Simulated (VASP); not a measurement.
Input of a VASP 6.6.1 run:

POSCAR

```
O
1.0
   -0.0205240932      2.1254907220      2.2048124860
    2.2702912549     -0.0253521132      2.2096304893
    2.2290327190      2.0890501894      0.0159064227
O
2
Direct
    0.2497000000      0.2514900000      0.2447100000
    0.0048800000      0.9865200000      0.0070100000
```

Contents of INCAR.step1:

```
SYSTEM = O
PREC = Accurate
ENCUT = 520
ISMEAR = -1
SIGMA = 0.1
LREAL = .False.
LASPH = .True.
NELM = 60
NBANDS = 13
GGA = PE
ALGO = Normal
EDIFF = 1E-4
LWAVE = .True.
LCHARG = .False.
```

Contents of INCAR.step2:

```
SYSTEM = O
PREC = Accurate
ENCUT = 520
EDIFF = 1E-6
ISMEAR = -1
SIGMA = 0.1
LREAL = .False.
LASPH = .True.
NELM = 60
ALGO = Normal
ISIF = 2
LWAVE = .False.
LCHARG = .False.
METAGGA = R2SCAN
LMIXTAU = .True.
NBANDS = 13
ISTART = 1
```

KPOINTS

```
Automatic mesh
0
Gamma
  5 5 5
  0 0 0
```

Potentials or basis: VASP PAW PBE potentials, release 64 (O).

Run with:

```sh
$ cat potpaw_PBE.64/O/POTCAR > POTCAR
$ cp INCAR.step1 INCAR
$ mpirun -np 1 vasp_std > vasp.out
$ cp INCAR.step2 INCAR
$ mpirun -np 1 vasp_std > vasp.out
```

(1) Predict the band gap on the k mesh.

(2) What does it give for the pressure?

## Answers

(1) zero (band 6 reaches 0.48 eV, above the bottom of band 7 at -0.53 eV).

(2) -3.4 GPa.

Caveat: the k points lie up to 0.50 Å⁻¹ apart; the PAW data sets were made with another functional, which shifts forces and pressure a little.
